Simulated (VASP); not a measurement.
Here is a VASP 6.6.1 calculation.

File INCAR:

```
PREC = Accurate ; ENCUT = 520
EDIFF = 1E-8 ; ISMEAR = -1
SIGMA = 0.05 ; LREAL = F
LASPH = T ; NELM = 80
ALGO = Normal ; ISIF = 2
LWAVE = F ; LCHARG = F
GGA = PE ; LEFG = T
NBANDS = 15
```

File KPOINTS:

```
Automatic mesh
0
Gamma
  13 13 11
```

Contents of POSCAR:

```
HfB2
1.0
    3.1607954092      0.0000000000      0.0000000000
   -1.5803977046      2.7373291205      0.0000000000
    0.0000000000      0.0000000000      3.5030470293
Hf B
1 2
Direct
    0.0000000000      0.0000000000      0.0000000000
    0.3333333333      0.6666666667      0.5000000000
    0.6666666667      0.3333333333      0.5000000000
```

Potentials or basis: VASP PAW PBE potentials, release 64 (Hf_pv, B).

Command:

```console
$ cat potpaw_PBE.64/Hf_pv/POTCAR potpaw_PBE.64/B/POTCAR > POTCAR
$ mpirun -np 1 vasp_std > vasp.out
```

Q: Estimate the pressure.

A: -3.9 GPa.

Q: Estimate the band gap on the k mesh.

A: Zero (band 8 reaches 8.14 eV, above the bottom of band 9 at 7.14 eV).

Electric field gradients, principal values (V/Å²):
```csv
atom,least,middle,greatest (by size)
1 Hf,-38.005,-38.006,76.011
2 B,-0.756,-0.756,1.511
3 B,-0.756,-0.756,1.511
```

Caveat: without QUAD_EFG the Cq values of the log hold for a quadrupole moment of 1 mb, not for the nuclei; spin-orbit coupling is left out, which moves the levels of the heavy elements.
